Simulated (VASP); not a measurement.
A run of VASP 6.6.1:

INCAR

```
SYSTEM = Fe3N
PREC = Accurate
ENCUT = 520
EDIFF = 1E-7
ISMEAR = 1
SIGMA = 0.05
LREAL = .FALSE.
LASPH = .TRUE.
NELM = 100
ALGO = Normal
ISIF = 2
LWAVE = .FALSE.
LCHARG = .FALSE.
NBANDS = 39
```

KPOINTS

```
Automatic mesh
0
G
  5 5 5
  0 0 0
```

The input POSCAR:

```
Fe3N
1.0
    4.7160018200      0.0000000000      0.0000000000
   -2.3580009100      4.0841773800      0.0000000000
    0.0000000000      0.0000000000      4.3940000000
Fe N
6 2
Direct
    0.0000000000      0.6665500000      0.0000000000
    0.3334500000      0.3334500000      0.0000000000
    0.6665500000      0.0000000000      0.0000000000
    0.3334500000      0.0000000000      0.5000000000
    0.6665500000      0.6665500000      0.5000000000
    0.0000000000      0.3334500000      0.5000000000
    0.3333333300      0.6666666700      0.2500000000
    0.6666666700      0.3333333300      0.7500000000
```

Potentials or basis: VASP PAW LDA potentials, release 64 (Fe, N).

The run is started by

```bash
$ cat potpaw_LDA.64/Fe/POTCAR potpaw_LDA.64/N/POTCAR > POTCAR
$ mpirun -np 1 vasp_std > vasp.out
```

Hardware: 1 thread of Intel Xeon 8259CL, with other jobs on the host.

How long does it take, and how much memory?

Wall time 2.3 min on 1 thread of Intel Xeon 8259CL (shared host), peak memory 0.19 GiB. Counts: scf iterations 15, k points 15.
